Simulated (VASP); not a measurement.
# Cu (Im-3m) in VASP: notebook

Runs on Cu. Level: LDA. Tasks: single point.

Everything below comes from runs of VASP 6.6.1. Logs are shortened: lines on timing, memory, paths and dates and some standing lists are left out, and cuts for length are marked.

## Step 1: The cell of the first run

The structure is cubic, space group Im-3m (No. 229). Conventional cell: a = 2.649 Å, b = 2.649 Å, c = 2.649 Å, α = 90.00°, β = 90.00°, γ = 90.00°. Within 3.0 Å of Cu (site symmetry m-3m) lie 14 Cu at 2.29 to 2.65 Å.

## Step 2: Single point, LDA (volume scaled by 0.85)

INCAR reads:

```
PREC = Accurate ; ENCUT = 520
EDIFF = 1E-6 ; ISMEAR = -1
SIGMA = 0.08 ; LREAL = False
LASPH = True ; NELM = 60
ALGO = Normal ; ISIF = 2
LWAVE = False ; LCHARG = False
NBANDS = 12
```

KPOINTS reads:

```
Automatic mesh
0
Gamma
  19 19 19
```

POSCAR reads:

```
Cu
1.0
   -1.3244085997      1.3244085997      1.3244085997
    1.3244085997     -1.3244085997      1.3244085997
    1.3244085997      1.3244085997     -1.3244085997
Cu
1
Direct
    0.0000000000      0.0000000000      0.0000000000
```

Potentials or basis: VASP PAW LDA potentials, release 64 (Cu).

The run is started by

```
> cat potpaw_LDA.64/Cu/POTCAR > POTCAR
> mpirun -np 1 vasp_std > vasp.out
```

OUTCAR:

```text
PREC = Accurate
   ENCUT = 520
   EDIFF = 1E-6
   ISMEAR = -1
   LREAL = False
   LASPH = True
   NELM = 60
   ISIF = 2

 ion  position               nearest neighbor table
   1  0.000  0.000  0.000-

  LATTYP: Found a body centered cubic cell.
 ALAT       =     2.6488171994

  Lattice vectors:

 A1 = (  -1.3244085997,   1.3244085997,   1.3244085997)
 A2 = (   1.3244085997,  -1.3244085997,   1.3244085997)
 A3 = (   1.3244085997,   1.3244085997,  -1.3244085997)

Analysis of symmetry for initial positions (statically):
=====================================================================
 Subroutine PRICEL returns:
 Original cell was already a primitive cell.

 Routine SETGRP: Setting up the symmetry group for a
 body centered cubic supercell.

 Subroutine GETGRP returns: Found 48 space group operations
 (whereof 48 operations were pure point group operations)
 out of a pool of 48 trial point group operations.

The static configuration has the point symmetry O_h .

Analysis of symmetry for dynamics (positions and initial velocities):
=====================================================================
 Subroutine PRICEL returns:
 Original cell was already a primitive cell.

 Routine SETGRP: Setting up the symmetry group for a
 body centered cubic supercell.

 Subroutine GETGRP returns: Found 48 space group operations
 (whereof 48 operations were pure point group operations)
 out of a pool of 48 trial point group operations.

The dynamic configuration has the point symmetry O_h .

 Subroutine INISYM returns: Found 48 space group operations
 (whereof 48 operations are pure point group operations),
 and found     1 'primitive' translations

----------------------------------------------------------------------------------------

                                     Primitive cell

  volume of cell :       9.2924

  direct lattice vectors                    reciprocal lattice vectors
    -1.324408600  1.324408600  1.324408600     0.000000000  0.377526996  0.377526996
     1.324408600 -1.324408600  1.324408600     0.377526996  0.000000000  0.377526996
     1.324408600  1.324408600 -1.324408600     0.377526996  0.377526996  0.000000000

  length of vectors
     2.293942985  2.293942985  2.293942985     0.533903798  0.533903798  0.533903798

  position of ions in fractional coordinates (direct lattice)
     0.000000000  0.000000000  0.000000000

  ion indices of the primitive-cell ions
   primitive index   ion index
                 1           1

----------------------------------------------------------------------------------------

 KPOINTS: Automatic mesh

Automatic generation of k-mesh.
 Grid dimensions read from file:
 generate k-points for:   19   19   19

 Generating k-lattice:

  Cartesian coordinates                     Fractional coordinates (reciprocal lattice)
     0.000000000  0.019869842  0.019869842     0.052631579  0.000000000  0.000000000
     0.019869842  0.000000000  0.019869842     0.000000000  0.052631579  0.000000000
     0.019869842  0.019869842  0.000000000     0.000000000  0.000000000  0.052631579

  Length of vectors
     0.028100200  0.028100200  0.028100200

  Shift w.r.t. Gamma in fractional coordinates (k-lattice)
     0.000000000  0.000000000  0.000000000

 Subroutine IBZKPT returns following result:
 ===========================================

 Found    220 irreducible k-points:

 Following reciprocal coordinates:
            Coordinates               Weight
  0.000000  0.000000  0.000000      1.000000
  0.052632  0.000000  0.000000     12.000000
  0.105263  0.000000  0.000000     12.000000
  0.157895  0.000000  0.000000     12.000000
  0.210526  0.000000  0.000000     12.000000
  0.263158  0.000000  0.000000     12.000000
[... 16 lines left out ...]
  0.263158  0.105263 -0.000000     48.000000
  0.315789  0.105263  0.000000     48.000000
 [... further k-points ...]
   k-points           NKPTS =    220   k-points in BZ     NKDIM =    220   number of bands    NBANDS=     12
   number of dos      NEDOS =    301   number of ions     NIONS =      1
   total plane-waves  NPLWV =   5832
   dimension x,y,z NGX =    18 NGY =   18 NGZ =   18
   dimension x,y,z NGXF=    36 NGYF=   36 NGZF=   36
   ions per type =               1
   NGX,Y,Z   is equivalent  to a cutoff of  13.04, 13.04, 13.04 a.u.
   NGXF,Y,Z  is equivalent  to a cutoff of  26.09, 26.09, 26.09 a.u.
 SYSTEM =  unknown system
   PREC   = accura    normal or accurate (medium, high low for compatibility)
   ISTART =      0    job   : 0-new  1-cont  2-samecut
   ICHARG =      2    charge: 1-file 2-atom 10-const
   ISPIN  =      1    spin polarized calculation?
   LNONCOLLINEAR =      F non collinear calculations
   LSORBIT =      F    spin-orbit coupling
   LASPH  =      T    aspherical Exc in radial PAW
   ENCUT  =  520.0 eV  38.22 Ry    6.18 a.u.   4.27  4.27  4.27*2*pi/ulx,y,z
   NELM   =     60;   NELMIN=  2; NELMDL= -5     # of ELM steps
   EDIFF  = 0.1E-05   stopping-criterion for ELM
   LREAL  =      F    real-space projection
   EDIFFG = 0.1E-04   stopping-criterion for IOM
   NSW    =      0    number of steps for IOM
   IBRION =     -1    ionic relax: 0-MD 1-quasi-New 2-CG
   NFREE  =      0    steps in history (QN), initial steepest desc. (CG)
   ISIF   =      2    stress and relaxation
   ISYM   =      2    0-nonsym 1-usesym 2-fastsym
   POTIM  = 0.5000    time-step for ionic-motion
   TEBEG  =    0.0;   TEEND  =   0.0 temperature during run
   PSTRESS=    0.0 pullay stress
   NELECT =      11.0000    total number of electrons
   NUPDOWN=      -1.0000    fix difference up-down
   EMIN   =  10.00;   EMAX   =-10.00  energy-range for DOS
   EFERMI =   0.00;   METHOD = LEGACY
   ISMEAR =    -1;   SIGMA  =   0.08  broadening in eV -4-tet -1-fermi 0-gaus
   EFERMI_NEDOS =   21; number of points for ismear=-14 and -15
   IALGO  =     38    algorithm
   IMIX   =      4    mixing-type and parameters
     AMIX     =   0.40;   BMIX     =  1.00
     AMIX_MAG =   1.60;   BMIX_MAG =  1.00
  volume/ion in A,a.u.               =       9.29        62.71
  Fermi-wavevector in a.u.,A,eV,Ry     =   1.731797  3.272622 40.805533  2.999122
  Thomas-Fermi vector in A             =   2.806095
   LORBIT       =      0    0 simple, 1 ext, 2 COOP (PROOUT), +10 PAW based schemes
   GGA     = CA    functional components
   LHFCALC =     F    Hartree Fock is set to
   AEXX    =    0.0000 exact exchange contribution
   IVDW    =     0    specifies the selected vdW correction
   LEPSILON=     F    determine dielectric tensor
   LRPA    =     F    only Hartree local field effects (RPA)
 non-spin polarized calculation
  energy-cutoff  :      520.00
  volume of cell :        9.29
 maximum number of plane-waves:       258
 NGX is ok and might be reduce to    18
   NGX =  9   NGY =  9   NGZ =  9

 number of electron      11.0000013 magnetization

 Free energy of the ion-electron system (eV)
  ---------------------------------------------------
  ext. energy  EPLUGINS =         0.00000000
  ---------------------------------------------------
  free energy    TOTEN  =        -4.46498579 eV

  energy without entropy =       -4.45995744  energy(sigma->0) =       -4.46247162

 E-fermi :  10.8046     XC(G=0): -14.5676

 val. band max:       10.7494524121   @ k =   0.4211   0.0526   0.0526
 cond. band min:      10.8718877458   @ k =  -0.4737  -0.4737   0.0526
 fundamental gap:      0.1224353338
 Fermi energy:        10.8045574122

 k-point     1 :       0.0000    0.0000    0.0000
  band No.  band energies     occupation
      1      -0.5622      2.00000
      2       6.7377      2.00000
      3       6.7377      2.00000
      4       6.7377      2.00000
      5       8.1998      2.00000
      6       8.1998      2.00000
      7      38.1651      0.00000
      8      38.1651      0.00000
      9      38.1651      0.00000
     10      43.6950      0.00000
     11      43.6950      0.00000
     12      45.1897      0.00000

 k-point     2 :       0.0526    0.0000    0.0000
  band No.  band energies     occupation
      1      -0.4348      2.00000
      2       6.7080      2.00000
      3       6.7358      2.00000
      4       6.7965      2.00000
      5       8.1695      2.00000
      6       8.2021      2.00000
      7      37.1208      0.00000
      8      37.9415      0.00000
      9      37.9896      0.00000
     10      42.7318      0.00000
     11      43.0122      0.00000
     12      43.0534      0.00000

 k-point     3 :       0.1053    0.0000    0.0000
  band No.  band energies     occupation
      1      -0.0578      2.00000
      2       6.6226      2.00000
      3       6.7240      2.00000
      4       6.9687      2.00000
      5       8.0939      2.00000
      6       8.2093      2.00000
      7      34.7264      0.00000
      8      37.1495      0.00000
      9      37.5633      0.00000
     10      40.8666      0.00000
     11      41.7074      0.00000
     12      42.1526      0.00000

 k-point     4 :       0.1579    0.0000    0.0000
  band No.  band energies     occupation
      1       0.5513      2.00000
      2       6.4921      2.00000
      3       6.6893      2.00000
      4       7.2423      2.00000
      5       8.0130      2.00000
      6       8.2226      2.00000
      7      31.8379      0.00000
      8      35.8815      0.00000
      9      37.0549      0.00000
     10      38.8448      0.00000
     11      40.7838      0.00000
     12      42.4549      0.00000

 k-point     5 :       0.2105    0.0000    0.0000
  band No.  band energies     occupation
      1       1.3551      2.00000
      2       6.3323      2.00000
      3       6.6374      2.00000
      4       7.5965      2.00000
      5       7.9700      2.00000
      6       8.2428      2.00000
      7      28.8298      0.00000
      8      34.4873      0.00000
      9      36.5707      0.00000
     10      36.9763      0.00000
     11      40.1745      0.00000
     12      43.3611      0.00000
[... 228 lines left out ...]
      1       1.6933      2.00000
      2       6.3446      2.00000
      3       6.4634      2.00000
      4       7.8305      2.00000
      5       7.8964      2.00000
      6       8.3077      2.00000
      7      28.9893      0.00000
      8      31.1453      0.00000
      9      35.4085      0.00000
     10      38.1961      0.00000
     11      42.0119      0.00000
     12      43.5885      0.00000

 k-point    22 :       0.2105    0.1053    0.0000
  band No.  band energies     occupation
      1       2.5928      2.00000
      2       6.1755      2.00000
      3       6.4157      2.00000
      4       7.9008      2.00000
      5       8.2485      2.00000
      6       8.3979      2.00000
      7      26.1007      0.00000
      8      29.9469      0.00000
      9      33.9963      0.00000
     10      37.9003      0.00000
     11      42.4049      0.00000
     12      43.7112      0.00000

 k-point    23 :       0.2632    0.1053   -0.0000
  band No.  band energies     occupation
      1       3.4478      2.00000
      2       6.0146      2.00000
      3       6.5160      2.00000
      4       7.9598      2.00000
      5       8.3700      2.00000
      6       8.8527      2.00000
      7      23.2800      0.00000
      8      28.9691      0.00000
      9      32.7934      0.00000
     10      37.5993      0.00000
     11      42.4438      0.00000
     12      44.4254      0.00000

 k-point    24 :       0.3158    0.1053    0.0000
  band No.  band energies     occupation
      1       4.0264      2.00000
      2       5.8831      2.00000
      3       6.8852      2.00000
      4       8.0450      2.00000
      5       8.4399      2.00000
      6       9.4728      2.00000
      7      20.6619      0.00000
      8      28.1993      0.00000
      9      31.8391      0.00000
     10      37.3568      0.00000
     11      42.3652      0.00000
     12      45.3893      0.00000

 [... further k-points ...]

------------------------ aborting loop because EDIFF is reached ----------------------------------------

  FORCE on cell =-STRESS in cart. coord.  units (eV):
  Direction    XX          YY          ZZ          XY          YZ          ZX
  --------------------------------------------------------------------------------------
  -------------------------------------------------------------------------------------
  Total        2.6861597      2.6861597      2.6861597      0.0000000     -0.0000000     -0.0000000
  in kB      463.1444272    463.1444272    463.1444272      0.0000000     -0.0000000     -0.0000000
  external PRESSURE =     463.1444272 kB  Pullay stress =       0.0000000 kB

 VOLUME and BASIS-vectors are now :
 -----------------------------------------------------------------------------
  energy-cutoff  :      520.00
  volume of cell :        9.29
      direct lattice vectors                 reciprocal lattice vectors
    -1.324408600  1.324408600  1.324408600     0.000000000  0.377526996  0.377526996
     1.324408600 -1.324408600  1.324408600     0.377526996  0.000000000  0.377526996
     1.324408600  1.324408600 -1.324408600     0.377526996  0.377526996  0.000000000

 POSITION                                       TOTAL-FORCE (eV/Angst)
 -----------------------------------------------------------------------------------
      0.00000      0.00000      0.00000         0.000000      0.000000     -0.000000
 -----------------------------------------------------------------------------------
    total drift:                                0.000000      0.000000      0.000000

  FREE ENERGIE OF THE ION-ELECTRON SYSTEM (eV)
  ---------------------------------------------------
  free  energy   TOTEN  =        -4.4649857904 eV

  energy  without entropy=       -4.4599574407  energy(sigma->0) =       -4.46247162
```

Run time: 16 s. Hardware: 1 thread of Intel Xeon 6975P-C, shared host; peak memory 0.14 GiB.

What came out:

| Property | Result |
| --- | --- |
| Free energy | -4.4650 eV |
| Pressure | 46.3 GPa |

Levels at points of the mesh, in eV from the Fermi level:
| k point | band 4 | band 5 | band 6 | band 7 | band 8 | band 9 |
| --- | --- | --- | --- | --- | --- | --- |
| (0.00, 0.00, 0.00) | -4.07 | -2.60 | -2.60 | 27.36 | 27.36 | 27.36 |

## Step 3: Single point, LDA (volume scaled by 0.95)

INCAR reads:

```
  PREC = Accurate
  ENCUT = 520
  EDIFF = 1E-6
  ISMEAR = -1
  SIGMA = 0.08
  LREAL = F
  LASPH = T
  NELM = 60
  ALGO = Normal
  ISIF = 2
  LWAVE = F
  LCHARG = F
  GGA = CA
  NBANDS = 12
```

KPOINTS reads:

```
regular mesh
0
Gamma
  19 19 19
```

POSCAR reads:

```
Cu
1.0
   -1.3744329302      1.3744329302      1.3744329302
    1.3744329302     -1.3744329302      1.3744329302
    1.3744329302      1.3744329302     -1.3744329302
Cu
1
Direct
    0.0000000000      0.0000000000      0.0000000000
```

Potentials or basis: VASP PAW LDA potentials, release 64 (Cu).

The run is started by

```
> cat potpaw_LDA.64/Cu/POTCAR > POTCAR
> mpirun -np 1 vasp_std > vasp.out
```

It took 11 s on 1 thread of Intel Xeon 6975P-C, shared host; peak memory 0.13 GiB.

It converged, with:

* Free energy: -4.6522 eV
* Pressure: 11.8 GPa

Levels at points of the mesh, in eV from the Fermi level:
```
           k point  band 1  band 2  band 3  band 4  band 5  band 6  band 7  band 8  band 9  band 10
(0.00, 0.00, 0.00)  -10.37   -3.59   -3.59   -3.59   -2.35   -2.35   26.36   26.36   26.36    31.07
```
